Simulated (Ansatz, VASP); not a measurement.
One calculation of CdTe, two programs

File POSCAR:

```
CdTe
1.0
    0.0000000000      3.2787246853      3.2787246853
    3.2787246853      0.0000000000      3.2787246853
    3.2787246853      3.2787246853      0.0000000000
Cd Te
1 1
Direct
    0.0000000000      0.0000000000      0.0000000000
    0.2500000000      0.2500000000      0.2500000000
```

Contents of INCAR.step1:

```
SYSTEM = CdTe
ALGO = Normal
EDIFF = 1E-4
ENCUT = 520
GGA = PE
ISMEAR = 0
LASPH = .True.
LCHARG = .False.
LREAL = .False.
LWAVE = .True.
NBANDS = 16
NELM = 60
PREC = Accurate
SIGMA = 0.05
```

The input INCAR.step2:

```
SYSTEM = CdTe
ALGO = Normal
EDIFF = 1E-6
ENCUT = 520
ISIF = 2
ISMEAR = 0
ISTART = 1
LASPH = .True.
LCHARG = .False.
LMIXTAU = .True.
LREAL = .False.
LWAVE = .False.
METAGGA = R2SCAN
NBANDS = 16
NELM = 60
PREC = Accurate
SIGMA = 0.05
```

KPOINTS

```
k-points
0
Gamma
  10 10 10
  0 0 0
```

Input for Ansatz:

```yaml
crystal:
  lattice:
    - [0.0, 3.2787246853, 3.2787246853]
    - [3.2787246853, 0.0, 3.2787246853]
    - [3.2787246853, 3.2787246853, 0.0]
  atoms:
    - { symbol: Cd, position: [0.0, 0.0, 0.0] }
    - { symbol: Te, position: [0.25, 0.25, 0.25] }
basis:
  ecutwfc: 500
  ecutrho_ratio: 4
kpoints:
  mp_grid: { grid: [10, 10, 10] }
hamiltonian:
  xc: r2scan
scf:
  occupations: { method: gaussian, width: 0.05 }
output:
  forces: true
  stress: true
  eigenvalues: true
```

Alike in both runs: task single point; functional r2SCAN; k mesh 10 × 10 × 10; occupations gaussian, width 0.05 eV; no spin polarisation.

```csv
,VASP,Ansatz
version,VASP 6.6.1,Ansatz 0.2.0
potentials or method,"VASP PAW PBE potentials, release 64 (Cd, Te), cutoff 520 eV","scalar-relativistic, plane waves, PAW"
valence electrons in the cell,18,36
```

Ansatz gave:

```
gap on the k mesh at the Fermi level (eV) : 1.17
least direct gap on the mesh (eV)         : 1.17
pressure (GPa)                            : 0.0
```

Problem. Which values does VASP return?

Solution. gap on the k mesh at the Fermi level (eV): 1.16; least direct gap on the mesh (eV): 1.16; pressure (GPa): 0.1.

VASP's potentials were made for PBE, not for r2SCAN. VASP's potentials hold 18 valence electrons a cell and Ansatz's 36, so a difference there can come from the potentials and not from the codes.

Neither program's run includes spin-orbit coupling.
